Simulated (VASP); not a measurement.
# Te (R-3m) in VASP: notebook

The runs below take Te through single point, with PBE.

Everything below comes from runs of VASP 6.6.1. Logs are shortened: lines on timing, memory, paths and dates and some standing lists are left out, and cuts for length are marked.

## 1. The cell of the first run

Symmetry: R-3m, No. 166, trigonal system. Conventional cell: a = 4.550 Å, b = 4.550 Å, c = 5.473 Å, α = 90.00°, β = 90.00°, γ = 120.00°. Te (site symmetry -3m) has 6 Te at 3.20 Å within 4.2 Å.

## 2. Single point, PBE

File INCAR:

```
SYSTEM = Te
PREC = Accurate
ENCUT = 520
EDIFF = 1E-6
ISMEAR = 0
SIGMA = 0.1
LREAL = .FALSE.
LASPH = .TRUE.
NELM = 60
ALGO = Normal
ISIF = 2
LWAVE = .FALSE.
LCHARG = .FALSE.
GGA = PE
NBANDS = 9
```

File KPOINTS:

```
Automatic mesh
0
G
  15 15 15
  0 0 0
```

File POSCAR:

```
Te
1.0
    2.2748762843      1.3134004351      1.8244403388
   -2.2748762843      1.3134004351      1.8244403388
    0.0000000000     -2.6268008702      1.8244403388
Te
1
Direct
    0.5000000000      0.5000000000      0.5000000000
```

Potentials or basis: VASP PAW PBE potentials, release 64 (Te).

Run with:

```console
> cat potpaw_PBE.64/Te/POTCAR > POTCAR
> mpirun -np 1 vasp_std > vasp.out
```

OUTCAR:

```text
SYSTEM = Te
   PREC = Accurate
   ENCUT = 520
   EDIFF = 1E-6
   ISMEAR = 0
   LREAL = .FALSE.
   LASPH = .TRUE.
   NELM = 60
   ISIF = 2
   GGA = PE

 ion  position               nearest neighbor table
   1  0.500  0.500  0.500-

  LATTYP: Found a trigonal (rhomboedric) cell.
 ALAT       =     3.1982284724
 COS(alpha) =    -0.0118743601

  Lattice vectors:

 A1 = (   2.2748762843,   1.3134004351,   1.8244403388)
 A2 = (  -2.2748762843,   1.3134004351,   1.8244403388)
 A3 = (   0.0000000000,  -2.6268008702,   1.8244403388)

Analysis of symmetry for initial positions (statically):
=====================================================================
 Subroutine PRICEL returns:
 Original cell was already a primitive cell.

 Routine SETGRP: Setting up the symmetry group for a
 trigonal (rhombohedral) supercell.

 Subroutine GETGRP returns: Found 12 space group operations
 (whereof 12 operations were pure point group operations)
 out of a pool of 12 trial point group operations.

The static configuration has the point symmetry D_3d.

Analysis of symmetry for dynamics (positions and initial velocities):
=====================================================================
 Subroutine PRICEL returns:
 Original cell was already a primitive cell.

 Routine SETGRP: Setting up the symmetry group for a
 trigonal (rhombohedral) supercell.

 Subroutine GETGRP returns: Found 12 space group operations
 (whereof 12 operations were pure point group operations)
 out of a pool of 12 trial point group operations.

The dynamic configuration has the point symmetry D_3d.

 Subroutine INISYM returns: Found 12 space group operations
 (whereof 12 operations are pure point group operations),
 and found     1 'primitive' translations

----------------------------------------------------------------------------------------

                                     Primitive cell

  volume of cell :      32.7066

  direct lattice vectors                    reciprocal lattice vectors
     2.274876284  1.313400435  1.824440339     0.219792172  0.126897070  0.182704431
    -2.274876284  1.313400435  1.824440339    -0.219792172  0.126897070  0.182704431
     0.000000000 -2.626800870  1.824440339     0.000000000 -0.253794140  0.182704431

  length of vectors
     3.198228472  3.198228472  3.198228472     0.312717723  0.312717723  0.312717723

[... 80 lines left out ...]
   EDIFFG = 0.1E-04   stopping-criterion for IOM
   NSW    =      0    number of steps for IOM
   IBRION =     -1    ionic relax: 0-MD 1-quasi-New 2-CG
   NFREE  =      0    steps in history (QN), initial steepest desc. (CG)
   ISIF   =      2    stress and relaxation
   ISYM   =      2    0-nonsym 1-usesym 2-fastsym
   POTIM  = 0.5000    time-step for ionic-motion
   TEBEG  =    0.0;   TEEND  =   0.0 temperature during run
   PSTRESS=    0.0 pullay stress
   NELECT =       6.0000    total number of electrons
   NUPDOWN=      -1.0000    fix difference up-down
   EMIN   =  10.00;   EMAX   =-10.00  energy-range for DOS
   EFERMI =   0.00;   METHOD = LEGACY
   ISMEAR =     0;   SIGMA  =   0.10  broadening in eV -4-tet -1-fermi 0-gaus
   EFERMI_NEDOS =   21; number of points for ismear=-14 and -15
   IALGO  =     38    algorithm
   IMIX   =      4    mixing-type and parameters
     AMIX     =   0.40;   BMIX     =  1.00
     AMIX_MAG =   1.60;   BMIX_MAG =  1.00
  volume/ion in A,a.u.               =      32.71       220.72
  Fermi-wavevector in a.u.,A,eV,Ry     =   0.930208  1.757838 11.772937  0.865286
  Thomas-Fermi vector in A             =   2.056572
   LORBIT       =      0    0 simple, 1 ext, 2 COOP (PROOUT), +10 PAW based schemes
   GGA     = PE    functional components
   LHFCALC =     F    Hartree Fock is set to
   AEXX    =    0.0000 exact exchange contribution
   IVDW    =     0    specifies the selected vdW correction
   LEPSILON=     F    determine dielectric tensor
   LRPA    =     F    only Hartree local field effects (RPA)
 non-spin polarized calculation
 Gauss-broadening in eV      SIGMA  =   0.10
  energy-cutoff  :      520.00
  volume of cell :       32.71
 maximum number of plane-waves:       903
   NGX = 11   NGY = 11   NGZ = 11

 number of electron       6.0000001 magnetization

 Free energy of the ion-electron system (eV)
  ---------------------------------------------------
  ext. energy  EPLUGINS =         0.00000000
  ---------------------------------------------------
  free energy    TOTEN  =        -3.10700254 eV

  energy without entropy =       -3.10419780  energy(sigma->0) =       -3.10560017

 E-fermi :   6.4288     XC(G=0):  -9.2818

 val. band max:        6.4189680041   @ k =  -0.3333   0.3333   0.2000
 cond. band min:       6.4377844957   @ k =   0.2667   0.1333   0.0667
 fundamental gap:      0.0188164916
 Fermi energy:         6.4288218263

 k-point     1 :       0.0000    0.0000    0.0000
  band No.  band energies     occupation
      1      -7.1685      2.00000
      2       7.5665      0.00000
      3       7.6450      0.00000
      4       7.6450      0.00000
      5      12.4778      0.00000
      6      12.4778      0.00000
      7      12.9243      0.00000
      8      23.7988      0.00000
      9      23.8499      0.00000
[... 265 lines left out ...]
 k-point    24 :       0.2000    0.1333    0.0000
  band No.  band energies     occupation
      1      -6.5041      2.00000
      2       4.5003      2.00000
      3       6.1122      1.99999
      4       8.2022      0.00000
      5      13.2877      0.00000
      6      15.2731      0.00000
      7      16.7049      0.00000
      8      18.3867      0.00000
      9      20.2884      0.00000

 [... further k-points ...]

------------------------ aborting loop because EDIFF is reached ----------------------------------------

  FORCE on cell =-STRESS in cart. coord.  units (eV):
  Direction    XX          YY          ZZ          XY          YZ          ZX
  --------------------------------------------------------------------------------------
  -------------------------------------------------------------------------------------
  Total       -0.0063406     -0.0063406     -0.0046410      0.0000000     -0.0000000      0.0000000
  in kB       -0.3106024     -0.3106024     -0.2273441      0.0000000     -0.0000000      0.0000000
  external PRESSURE =      -0.2828496 kB  Pullay stress =       0.0000000 kB

 VOLUME and BASIS-vectors are now :
 -----------------------------------------------------------------------------
  energy-cutoff  :      520.00
  volume of cell :       32.71
      direct lattice vectors                 reciprocal lattice vectors
     2.274876284  1.313400435  1.824440339     0.219792172  0.126897070  0.182704431
    -2.274876284  1.313400435  1.824440339    -0.219792172  0.126897070  0.182704431
     0.000000000 -2.626800870  1.824440339     0.000000000 -0.253794140  0.182704431

 POSITION                                       TOTAL-FORCE (eV/Angst)
 -----------------------------------------------------------------------------------
      0.00000      0.00000      2.73666         0.000000     -0.000000      0.000000
 -----------------------------------------------------------------------------------
    total drift:                                0.000000      0.000000     -0.000000

  FREE ENERGIE OF THE ION-ELECTRON SYSTEM (eV)
  ---------------------------------------------------
  free  energy   TOTEN  =        -3.1070025421 eV

  energy  without entropy=       -3.1041977987  energy(sigma->0) =       -3.10560017
```

stdout:

```text
POSCAR found type information on POSCAR Te
 POSCAR found :  1 types and       1 ions
 scaLAPACK will be used
 LDA part: xc-table for (Slater+PW92), standard interpolation
 POSCAR, INCAR and KPOINTS ok, starting setup
 FFT: planning ... GRIDC
 FFT: planning ... GRID_SOFT
 FFT: planning ... GRID
 WAVECAR not read
 entering main loop
```

Run time: 70 s. Hardware: 1 thread of Oxide Virtual Turin-like, shared host; peak memory 0.18 GiB.

Results:

- Free energy: -3.1070 eV
- Pressure: 0.0 GPa
- Band gap on the k mesh: zero (band 3 reaches 8.93 eV, above the bottom of band 4 at 3.59 eV)

Caveat: spin-orbit coupling is left out, which moves the levels of the heavy elements.

## 3. Single point, PBE

This run uses another cell than the first one: it holds 8 atoms, not 1.

File INCAR:

```
SYSTEM = Te
PREC     = Accurate       ! precision mode
ENCUT    = 520            ! plane-wave cutoff, eV
EDIFF    = 1E-7           ! SCF threshold, eV
ISMEAR   = 0              ! smearing method
SIGMA    = 0.1            ! smearing width, eV
LREAL    = .False.        ! projectors in reciprocal space
LASPH    = .True.         ! aspherical terms in the spheres
NELM     = 80             ! most SCF steps
ALGO     = Normal         ! electronic algorithm
ISIF     = 2              ! what is computed and relaxed
LWAVE    = .False.        ! write WAVECAR
LCHARG   = .False.        ! write CHGCAR
GGA      = PE             ! functional
NBANDS   = 34             ! bands
```

File KPOINTS:

```
Automatic mesh
0
Gamma
  6 6 6
  0 0 0
```

File POSCAR:

```
Te
1.0
    0.0000000000      5.2534340633     -3.6638107549
    4.5496073559     -2.6267170317     -3.6638107549
   -4.5496073559     -2.6267170317     -3.6638107549
Te
8
Direct
    0.2500000000      0.2500000000      0.2500000000
    0.7500000000      0.2500000000      0.2500000000
    0.2500000000      0.7500000000      0.2500000000
    0.7500000000      0.7500000000      0.2500000000
    0.2500000000      0.2500000000      0.7500000000
    0.7500000000      0.2500000000      0.7500000000
    0.2500000000      0.7500000000      0.7500000000
    0.7500000000      0.7500000000      0.7500000000
```

Potentials or basis: VASP PAW PBE potentials, release 64 (Te).

Run with:

```console
> cat potpaw_PBE.64/Te/POTCAR > POTCAR
> mpirun -np 1 vasp_std > vasp.out
```

Wall time 4.1 min (1 thread of Oxide Virtual Turin-like, shared host); peak memory 0.4 GiB.

Results (log left out):

```
Free energy            : -24.8028 eV
Pressure               : -0.1 GPa
Band gap on the k mesh : zero (band 24 reaches 8.58 eV, above the bottom of band 25 at 4.73 eV)
```

Levels at points of the mesh, in eV from the Fermi level:
| k point | band 21 | band 22 | band 23 | band 24 | band 25 | band 26 | band 27 | band 28 |
| --- | --- | --- | --- | --- | --- | --- | --- | --- |
| (0.00, 0.00, 0.00) | 1.11 | 1.17 | 1.17 | 2.17 | 2.17 | 2.17 | 2.48 | 2.48 |
| (0.50, 0.00, 0.00) | -1.55 | -1.55 | -0.07 | -0.07 | 1.72 | 1.72 | 1.76 | 1.76 |
| (0.50, 0.50, 0.00) | -1.12 | -1.12 | -1.07 | -1.07 | -0.77 | -0.77 | -0.72 | -0.72 |
| (0.50, 0.50, 0.50) | -1.88 | -1.88 | -1.88 | -1.88 | -1.68 | -1.68 | -1.61 | -1.61 |

Caveat: spin-orbit coupling is left out, which moves the levels of the heavy elements.
